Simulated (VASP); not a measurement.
**PrBi3H: single point with PBE**

PrBi3H:

```xyz
10
Lattice="-5.0420 0.0000 0.0000 0.0000 0.0000 -5.0420 0.0000 -10.0841 0.0000" Properties=species:S:1:pos:R:3 pbc="T T T"
Pr   -2.5210   -7.5631   -2.5210
Pr   -2.5210   -2.5210   -2.5210
Bi   -2.5210   -5.0420    0.0000
Bi   -2.5210  -10.0841   -5.0420
Bi   -5.0420   -7.5631    0.0000
Bi   -5.0420   -2.5210    0.0000
Bi   -5.0420   -5.0420   -2.5210
Bi   -5.0420    0.0000   -2.5210
H    -5.0420  -10.0841   -5.0420
H     0.0000   -5.0420   -5.0420
```

```
Program                : VASP 6.6.1
Task                   : single point
Functional             : PBE
Potentials or basis    : VASP PAW PBE potentials, release 64 (Pr_3, Bi_d, H), 4f in core
Cutoff                 : 500 eV
k mesh                 : 4 × 4 × 2
Occupations            : gaussian, width 0.2 eV
Spin                   : no spin polarisation
Dipole correction      : no
Mended                 : yes
Further INCAR settings : ALGO = Normal; EDIFF = 1e-06; NBANDS = 68
```

| Property | Result |
| --- | --- |
| Pressure | 0.0 GPa |
| Band gap on the k mesh | zero (bands 57 and 58 overlap by 2.32 eV) |

Levels at points of the mesh, in eV from the Fermi level:
```tsv
k point	band 55	band 56	band 57	band 58	band 59	band 60
(0.00, 0.00, 0.00)	-1.56	-0.20	-0.20	-0.20	0.27	0.27
(0.50, 0.00, 0.00)	-1.56	-1.56	-1.53	-1.53	0.52	0.52
(0.50, 0.50, 0.00)	-1.53	0.72	0.79	0.83	1.14	1.66
(0.00, 0.00, 0.50)	-1.20	-1.20	-1.20	-1.20	0.34	0.34
(0.50, 0.00, 0.50)	-2.18	-2.18	-0.54	-0.54	0.05	0.05
(0.50, 0.50, 0.50)	0.12	0.12	0.15	0.15	1.06	1.06
```

Wall time 6.1 min on 1 thread of AMD EPYC 7R43 64-Core Processor (Zen 3), with other jobs on the host, peak memory 0.4 GiB.

Caveat: spin-orbit coupling is left out, which moves the levels of the heavy elements; the 4f electrons are frozen in the core, so they carry no moment and show no levels. Spin polarisation is off, so any magnetic state and its effect on volume and gap are missing.
